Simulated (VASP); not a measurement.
Zr2Si5: single point with PBE

Zr2Si5, a slab with vacuum:

```xyz
14
Lattice="3.6791 0.0000 0.0000 0.0000 3.7052 0.0000 0.0000 0.0000 29.7973" Properties=species:S:1:pos:R:3 pbc="T T T"
Si    0.9198    1.8526    7.5000
Si    2.7593    0.0000    7.5092
Si    0.9198    0.0000   10.4164
Si    2.7593    0.0000   11.9869
Si    0.9198    0.0000   14.8940
Si    2.7593    1.8526   14.9032
Si    0.9198    1.8526   17.8104
Si    2.7593    1.8526   19.3809
Si    0.9198    1.8526   22.2880
Si    2.7593    0.0000   22.2973
Zr    2.7593    1.8526    9.6440
Zr    0.9198    1.8526   12.7593
Zr    2.7593    0.0000   17.0380
Zr    0.9198    0.0000   20.1533
```

```
Program                : VASP 6.6.1
Task                   : single point
Functional             : PBE
Potentials or basis    : VASP PAW PBE potentials, release 64 (Si, Zr_sv)
Cutoff                 : 520 eV
k mesh                 : 4 × 4 × 1
Occupations            : gaussian, width 0.1 eV
Spin                   : no spin polarisation
Dipole correction      : yes
Further INCAR settings : ALGO = Normal; EDIFF = 1e-06; NBANDS = 57
```

```
Largest force          : 0.625 eV/Å
Band gap on the k mesh : zero (bands 44 and 45 overlap by 0.68 eV)
```

Forces on the atoms (eV/Å):
```
Si   0.000  0.000 -0.122
Si   0.000  0.000 -0.103
Si   0.000  0.000 -0.263
Si   0.000  0.000 -0.070
Si   0.000  0.000 -0.059
Si   0.000  0.000  0.059
Si   0.000  0.000  0.070
Si   0.000  0.000  0.263
Si   0.000  0.000  0.103
Si   0.000  0.000  0.122
Zr   0.000  0.000  0.625
Zr   0.000  0.000  0.100
Zr   0.000  0.000 -0.100
Zr   0.000  0.000 -0.625
```

Levels at points of the mesh, in eV from the Fermi level:
```tsv
k point	band 41	band 42	band 43	band 44	band 45	band 46	band 47	band 48
(0.00, 0.00, 0.00)	-1.50	-1.29	-0.03	0.00	0.31	1.27	1.32	1.63
(0.50, 0.00, 0.00)	-0.15	-0.15	-0.06	-0.06	0.42	0.42	0.45	0.45
(0.00, 0.50, 0.00)	-0.45	-0.45	-0.01	-0.01	0.17	0.17	1.13	1.13
(0.50, 0.50, 0.00)	-1.94	-1.94	-0.37	-0.37	-0.37	-0.37	2.36	2.36
```

It took 14 min on 1 thread of Intel Xeon 8259CL (shared host), peak memory 0.49 GiB.

Caveat: the k points lie up to 0.43 Å⁻¹ apart, too coarse for converged energies and pressures of a metal.
